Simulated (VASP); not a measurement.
Input of a VASP 6.6.1 run:

The input INCAR:

```
ALGO = Normal
EDIFF = 1E-7
EDIFFG = -0.04
ENCUT = 600
GGA = PE
IBRION = 2
ISIF = 3
ISMEAR = 0
LASPH = T
LCHARG = F
LREAL = F
LWAVE = F
NELM = 60
NSW = 90
PREC = Accurate
SIGMA = 0.1
```

KPOINTS

```
k-points
0
Gamma
  4 4 2
```

File POSCAR:

```
TlH4
1.0
    3.9002657431      0.0000000000      0.0000000000
   -0.3450542426      4.0800237578      0.0000000000
   -0.8287795591     -0.6595447811      7.7527763574
Tl H
2 8
Direct
    0.4315168206      0.4594344861      0.2054895806
    0.4541760673      0.4855645786      0.7244322221
    0.2120710658      0.0021243623      0.1419738500
    0.8944905435      0.0108952192      0.4080416518
    0.5133643971      0.5395664001      0.9645584735
    0.4447342533      0.4796701790      0.4798134396
    0.7074447385      0.0358503832      0.3900158413
    0.4415902178      0.9870622209      0.7163829300
    0.9401654619      0.5266377944      0.2269766394
    0.9604464341      0.4731943761      0.7423153718
```

Potentials or basis: VASP PAW PBE potentials, release 64 (Tl_d, H).

The run is started by

```sh
$ cat potpaw_PBE.64/Tl_d/POTCAR potpaw_PBE.64/H/POTCAR > POTCAR
$ mpirun -np 1 vasp_std > vasp.out
```

Question: What does it give for the space group after relaxing (to 0.1 Å)?

Answer: Pm (No. 6).

Question: Estimate the band gap on the k mesh.

Answer: Zero (bands 17 and 18 overlap by 4.62 eV).

Question: What does it give for the relaxed cell?

Answer: a = 3.962 Å, b = 3.978 Å, c = 7.989 Å, α = 90.13°, β = 90.40°, γ = 90.03°.

Question: Predict the relaxed volume.

Answer: 12.59 Å³/atom.

The path:
| step | energy change (eV) | largest force (eV/Å) | pressure (GPa) | volume (Å³) |
| --- | --- | --- | --- | --- |
| 1 | 0.0000 | 0.6638 | 0.19 | 123.37 |
| 3 | -0.1060 | 1.4279 | -0.18 | 124.16 |
| 5 | -0.1622 | 0.5419 | 0.45 | 124.40 |
| 7 | -0.1759 | 0.5543 | 0.50 | 124.64 |
| 9 | -0.2589 | 0.7055 | 0.00 | 126.41 |
| 11 | -0.2841 | 1.0399 | -0.32 | 128.03 |
| 13 | -0.3189 | 0.5533 | -0.95 | 128.77 |
| 15 | -0.3825 | 0.3941 | -0.85 | 128.17 |
| 17 | -0.4036 | 1.5678 | 0.52 | 125.25 |
| 19 | -0.4900 | 0.3735 | -0.09 | 125.94 |
| 21 | -0.5542 | 0.3467 | 0.28 | 124.79 |
| 23 | -0.5974 | 0.6846 | -0.33 | 126.13 |
| 25 | -0.6121 | 0.2322 | -0.18 | 126.45 |
| 27 | -0.6294 | 0.1869 | -0.20 | 126.41 |
| 29 | -0.6396 | 0.3966 | -0.21 | 126.20 |
| 31 | -0.6552 | 0.3078 | 0.02 | 126.01 |
| 33 | -0.6603 | 0.2941 | 0.07 | 125.83 |
| 35 | -0.6685 | 0.1392 | 0.10 | 125.50 |
| 37 | -0.6739 | 0.3329 | 0.15 | 125.56 |
| 39 | -0.6778 | 0.2045 | 0.03 | 125.62 |
| 41 | -0.6811 | 0.1987 | -0.08 | 125.74 |
| 43 | -0.6851 | 0.2025 | -0.15 | 126.08 |
| 45 | -0.6891 | 0.0810 | -0.12 | 125.86 |
| 47 | -0.6923 | 0.1030 | -0.01 | 125.50 |
| 49 | -0.6935 | 0.0899 | 0.11 | 125.34 |
| 51 | -0.6951 | 0.0844 | 0.20 | 125.16 |
| 53 | -0.6965 | 0.0776 | 0.13 | 125.36 |
| 55 | -0.6985 | 0.0868 | -0.08 | 126.01 |
| 57 | -0.6991 | 0.1028 | -0.05 | 126.07 |
| 59 | -0.7005 | 0.0876 | -0.08 | 126.12 |
| 61 | -0.7021 | 0.0470 | 0.05 | 125.75 |
| 63 | -0.7028 | 0.1271 | 0.08 | 125.82 |
| 65 | -0.7032 | 0.0373 | 0.01 | 125.90 |

Caveat: the k points lie up to 0.40 Å⁻¹ apart in the final cell, too coarse for converged energies and pressures of a metal; spin-orbit coupling is left out, which moves the levels of the heavy elements.
